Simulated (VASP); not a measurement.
# Rh (P6_3/mmc) in VASP: single point with LDA

Aim: the single point of Rh with LDA.

Everything below comes from runs of VASP 6.6.1. Logs are shortened: lines on timing, memory, paths and dates and some standing lists are left out, and cuts for length are marked.

**1. The cell of the first run**

The structure is hexagonal, space group P6_3/mmc (No. 194). The conventional cell has a = 2.655 Å, b = 2.655 Å, c = 8.679 Å, α = 90.00°, β = 90.00°, γ = 120.00°. Within 3.5 Å of Rh (site symmetry -6m2) lie 12 Rh at 2.66 Å. Rh (site symmetry -3m) has 12 Rh at 2.66 Å within 3.5 Å.

This isn't the form of Rh at room conditions, which is fcc.

**2. Single point, LDA**

File INCAR:

```
ALGO = Normal
EDIFF = 1E-6
ENCUT = 530
GGA_COMPAT = False
ISIF = 2
ISMEAR = -1
LASPH = True
LCHARG = True
LELF = True
LREAL = False
LVHAR = True
LWAVE = False
NBANDS = 42
NELM = 120
PREC = Accurate
SIGMA = 0.05
```

File KPOINTS:

```
k-points
0
Gamma
  11 11 3
```

File POSCAR:

```
Rh
1.0
    2.6553652365      0.0000000000      0.0000000000
   -1.3276826182      2.2996137512      0.0000000000
    0.0000000000      0.0000000000      8.6791627142
Rh
4
Direct
    0.6666666667      0.3333333333      0.7500000000
    0.0000000000      0.0000000000      0.5000000000
    0.3333333333      0.6666666667      0.2500000000
    0.0000000000      0.0000000000      0.0000000000
```

Potentials or basis: VASP PAW LDA potentials, release 64 (Rh_sv_GW).

Run with:

```console
$ cat potpaw_LDA.64/Rh_sv_GW/POTCAR > POTCAR
$ mpirun -np 1 vasp_std > vasp.out
```

OUTCAR:

```text
EDIFF = 1E-6
   ENCUT = 530
   ISIF = 2
   ISMEAR = -1
   LASPH = True
   LREAL = False
   NELM = 120
   PREC = Accurate

 ion  position               nearest neighbor table
   1  0.667  0.333  0.750-   2 2.66   4 2.66   2 2.66   4 2.66   2 2.66   4 2.66
   2  0.000  0.000  0.500-   1 2.66   3 2.66   1 2.66   3 2.66   1 2.66   3 2.66
   3  0.333  0.667  0.250-   2 2.66   4 2.66   2 2.66   4 2.66   2 2.66   4 2.66
   4  0.000  0.000  0.000-   1 2.66   3 2.66   1 2.66   3 2.66   1 2.66   3 2.66

  LATTYP: Found a hexagonal cell.
 ALAT       =     2.6553652365
 C/A-ratio  =     3.2685382014

  Lattice vectors:

 A1 = (   2.6553652365,   0.0000000000,   0.0000000000)
 A2 = (  -1.3276826182,   2.2996137512,   0.0000000000)
 A3 = (   0.0000000000,   0.0000000000,   8.6791627142)

Analysis of symmetry for initial positions (statically):
=====================================================================
 Subroutine PRICEL returns:
 Original cell was already a primitive cell.

 Routine SETGRP: Setting up the symmetry group for a
 hexagonal supercell.

 Subroutine GETGRP returns: Found 24 space group operations
 (whereof 12 operations were pure point group operations)
 out of a pool of 24 trial point group operations.

The static configuration has the point symmetry D_3d.
 The point group associated with its full space group is D_6h.

Analysis of symmetry for dynamics (positions and initial velocities):
=====================================================================
 Subroutine PRICEL returns:
 Original cell was already a primitive cell.

 Routine SETGRP: Setting up the symmetry group for a
 hexagonal supercell.

 Subroutine GETGRP returns: Found 24 space group operations
 (whereof 12 operations were pure point group operations)
 out of a pool of 24 trial point group operations.

The dynamic configuration has the point symmetry D_3d.
 The point group associated with its full space group is D_6h.

 Subroutine INISYM returns: Found 24 space group operations
 (whereof 12 operations are pure point group operations),
 and found     1 'primitive' translations

----------------------------------------------------------------------------------------

                                     Primitive cell

  volume of cell :      52.9977

  direct lattice vectors                    reciprocal lattice vectors
     2.655365236  0.000000000  0.000000000     0.376596028  0.217427818  0.000000000
    -1.327682618  2.299613751  0.000000000     0.000000000  0.434855636  0.000000000
     0.000000000  0.000000000  8.679162714     0.000000000  0.000000000  0.115218487

  length of vectors
     2.655365236  2.655365237  8.679162714     0.434855636  0.434855636  0.115218487

  position of ions in fractional coordinates (direct lattice)
     0.666666667  0.333333333  0.750000000
     0.000000000  0.000000000  0.500000000
     0.333333333  0.666666667  0.250000000
     0.000000000  0.000000000  0.000000000

  ion indices of the primitive-cell ions
   primitive index   ion index
                 1           1
                 2           2
                 3           3
                 4           4

----------------------------------------------------------------------------------------

 KPOINTS: k-points

Automatic generation of k-mesh.
 Grid dimensions read from file:
 generate k-points for:   11   11    3

 Generating k-lattice:

  Cartesian coordinates                     Fractional coordinates (reciprocal lattice)
     0.034236003  0.019766165  0.000000000     0.090909091 -0.000000000  0.000000000
     0.000000000  0.039532331  0.000000000     0.000000000  0.090909091  0.000000000
     0.000000000  0.000000000  0.038406162     0.000000000  0.000000000  0.333333333

  Length of vectors
     0.039532331  0.039532331  0.038406162

  Shift w.r.t. Gamma in fractional coordinates (k-lattice)
     0.000000000  0.000000000  0.000000000

 Subroutine IBZKPT returns following result:
 ===========================================

 Found     32 irreducible k-points:

 Following reciprocal coordinates:
            Coordinates               Weight
  0.000000  0.000000  0.000000      1.000000
  0.090909  0.000000  0.000000      6.000000
  0.181818  0.000000  0.000000      6.000000
  0.272727  0.000000  0.000000      6.000000
  0.363636  0.000000  0.000000      6.000000
  0.454545  0.000000  0.000000      6.000000
[... 16 lines left out ...]
  0.090909  0.090909  0.333333     12.000000
  0.181818  0.090909  0.333333     24.000000
 [... further k-points ...]
   k-points           NKPTS =     32   k-points in BZ     NKDIM =     32   number of bands    NBANDS=     42
   number of dos      NEDOS =    301   number of ions     NIONS =      4
   total plane-waves  NPLWV =  28000
   dimension x,y,z NGX =    20 NGY =   20 NGZ =   70
   dimension x,y,z NGXF=    40 NGYF=   40 NGZF=  140
   ions per type =               4
   NGX,Y,Z   is equivalent  to a cutoff of  12.52, 12.52, 13.41 a.u.
   NGXF,Y,Z  is equivalent  to a cutoff of  25.04, 25.04, 26.82 a.u.
 SYSTEM =  unknown system
   PREC   = accura    normal or accurate (medium, high low for compatibility)
   ISTART =      0    job   : 0-new  1-cont  2-samecut
   ICHARG =      2    charge: 1-file 2-atom 10-const
   ISPIN  =      1    spin polarized calculation?
   LNONCOLLINEAR =      F non collinear calculations
   LSORBIT =      F    spin-orbit coupling
   LASPH  =      T    aspherical Exc in radial PAW
   ENCUT  =  530.0 eV  38.95 Ry    6.24 a.u.   4.98  4.98 16.29*2*pi/ulx,y,z
   NELM   =    120;   NELMIN=  2; NELMDL= -5     # of ELM steps
   EDIFF  = 0.1E-05   stopping-criterion for ELM
   LREAL  =      F    real-space projection
   EDIFFG = 0.1E-04   stopping-criterion for IOM
   NSW    =      0    number of steps for IOM
   IBRION =     -1    ionic relax: 0-MD 1-quasi-New 2-CG
   NFREE  =      0    steps in history (QN), initial steepest desc. (CG)
   ISIF   =      2    stress and relaxation
   ISYM   =      2    0-nonsym 1-usesym 2-fastsym
   POTIM  = 0.5000    time-step for ionic-motion
   TEBEG  =    0.0;   TEEND  =   0.0 temperature during run
   PSTRESS=    0.0 pullay stress
   NELECT =      68.0000    total number of electrons
   NUPDOWN=      -1.0000    fix difference up-down
   EMIN   =  10.00;   EMAX   =-10.00  energy-range for DOS
   EFERMI =   0.00;   METHOD = LEGACY
   ISMEAR =    -1;   SIGMA  =   0.05  broadening in eV -4-tet -1-fermi 0-gaus
   EFERMI_NEDOS =   21; number of points for ismear=-14 and -15
   IALGO  =     38    algorithm
   IMIX   =      4    mixing-type and parameters
     AMIX     =   0.40;   BMIX     =  1.00
     AMIX_MAG =   1.60;   BMIX_MAG =  1.00
  volume/ion in A,a.u.               =      13.25        89.41
  Fermi-wavevector in a.u.,A,eV,Ry     =   1.778930  3.361690 43.056876  3.164591
  Thomas-Fermi vector in A             =   2.844024
   LORBIT       =      0    0 simple, 1 ext, 2 COOP (PROOUT), +10 PAW based schemes
   GGA     = CA    functional components
   LHFCALC =     F    Hartree Fock is set to
   AEXX    =    0.0000 exact exchange contribution
   IVDW    =     0    specifies the selected vdW correction
   LEPSILON=     F    determine dielectric tensor
   LRPA    =     F    only Hartree local field effects (RPA)
 non-spin polarized calculation
  energy-cutoff  :      530.00
  volume of cell :       53.00
 maximum number of plane-waves:      1499
 NGX is ok and might be reduce to    20
   NGX =  9   NGY =  9   NGZ = 33

 number of electron      67.9999982 magnetization

 Free energy of the ion-electron system (eV)
  ---------------------------------------------------
  ext. energy  EPLUGINS =         0.00000000
  ---------------------------------------------------
  free energy    TOTEN  =       -31.23551543 eV

  energy without entropy =      -31.18716692  energy(sigma->0) =      -31.21134117

 E-fermi :  11.2675     XC(G=0): -14.6615

 val. band max:       11.2630893949   @ k =   0.3636   0.0000   0.3333
 cond. band min:      11.2679077907   @ k =   0.3636   0.2727   0.3333
 fundamental gap:      0.0048183958
 Fermi energy:        11.2675226998

 k-point     1 :       0.0000    0.0000    0.0000
  band No.  band energies     occupation
      1     -67.3105      2.00000
      2     -67.2456      2.00000
      3     -67.2400      2.00000
      4     -67.1744      2.00000
      5     -35.8118      2.00000
      6     -35.3958      2.00000
[... 34 lines left out ...]
     41      20.1732      0.00000
     42      25.6439      0.00000

 k-point     2 :       0.0909    0.0000    0.0000
  band No.  band energies     occupation
      1     -67.3009      2.00000
      2     -67.2385      2.00000
      3     -67.2328      2.00000
      4     -67.1697      2.00000
      5     -35.7903      2.00000
      6     -35.4020      2.00000
[... 34 lines left out ...]
     41      20.1158      0.00000
     42      26.0099      0.00000

 k-point     3 :       0.1818    0.0000    0.0000
  band No.  band energies     occupation
      1     -67.2747      2.00000
      2     -67.2191      2.00000
      3     -67.2135      2.00000
      4     -67.1575      2.00000
      5     -35.7284      2.00000
      6     -35.4399      2.00000
[... 34 lines left out ...]
     41      19.9870      0.00000
     42      26.5756      0.00000

 k-point     4 :       0.2727    0.0000    0.0000
  band No.  band energies     occupation
      1     -67.2386      2.00000
      2     -67.1937      2.00000
      3     -67.1881      2.00000
      4     -67.1430      2.00000
      5     -35.6461      2.00000
      6     -35.5510      2.00000
[... 844 lines left out ...]
     41      20.6716      0.00000
     42      20.7351      0.00000

 k-point    23 :       0.0909    0.0909    0.3333
  band No.  band energies     occupation
      1     -67.2749      2.00000
      2     -67.2529      2.00000
      3     -67.1918      2.00000
      4     -67.1694      2.00000
      5     -35.7053      2.00000
      6     -35.5858      2.00000
[... 34 lines left out ...]
     41      21.5473      0.00000
     42      24.3556      0.00000

 k-point    24 :       0.1818    0.0909    0.3333
  band No.  band energies     occupation
      1     -67.2449      2.00000
      2     -67.2261      2.00000
      3     -67.1739      2.00000
      4     -67.1549      2.00000
      5     -35.6493      2.00000
      6     -35.5835      2.00000
[... 34 lines left out ...]
     41      21.8444      0.00000
     42      24.7029      0.00000

 [... further k-points ...]
[... 5 lines left out ...]
  --------------------------------------------------------------------------------------
  -------------------------------------------------------------------------------------
  Total       -0.4426534     -0.4426534     -1.0521583     -0.0000000     -0.0000000     -0.0000000
  in kB      -13.3818870    -13.3818870    -31.8078757     -0.0000000     -0.0000000     -0.0000000
  external PRESSURE =     -19.5238833 kB  Pullay stress =       0.0000000 kB

 VOLUME and BASIS-vectors are now :
 -----------------------------------------------------------------------------
  energy-cutoff  :      530.00
  volume of cell :       53.00
      direct lattice vectors                 reciprocal lattice vectors
     2.655365236  0.000000000  0.000000000     0.376596028  0.217427818  0.000000000
    -1.327682618  2.299613751  0.000000000     0.000000000  0.434855636  0.000000000
     0.000000000  0.000000000  8.679162714     0.000000000  0.000000000  0.115218487

 POSITION                                       TOTAL-FORCE (eV/Angst)
 -----------------------------------------------------------------------------------
      1.32768      0.76654      6.50937        -0.000000      0.000000      0.000000
      0.00000      0.00000      4.33958         0.000000      0.000000     -0.000000
     -0.00000      1.53308      2.16979        -0.000000      0.000000      0.000000
      0.00000      0.00000      0.00000         0.000000      0.000000     -0.000000
 -----------------------------------------------------------------------------------
    total drift:                                0.000000     -0.000000      0.000000

  FREE ENERGIE OF THE ION-ELECTRON SYSTEM (eV)
  ---------------------------------------------------
  free  energy   TOTEN  =       -31.2355154273 eV

  energy  without entropy=      -31.1871669162  energy(sigma->0) =      -31.21134117
```

It took 88 s on 1 thread of AMD EPYC 7R43 (Zen 3), shared host; peak memory 0.16 GiB.

Results:

| Quantity | Value |
| --- | --- |
| Free energy | -31.2355 eV |
| Pressure | -2.0 GPa |
| Band gap on the k mesh | zero (bands 34 and 35 overlap by 1.76 eV) |
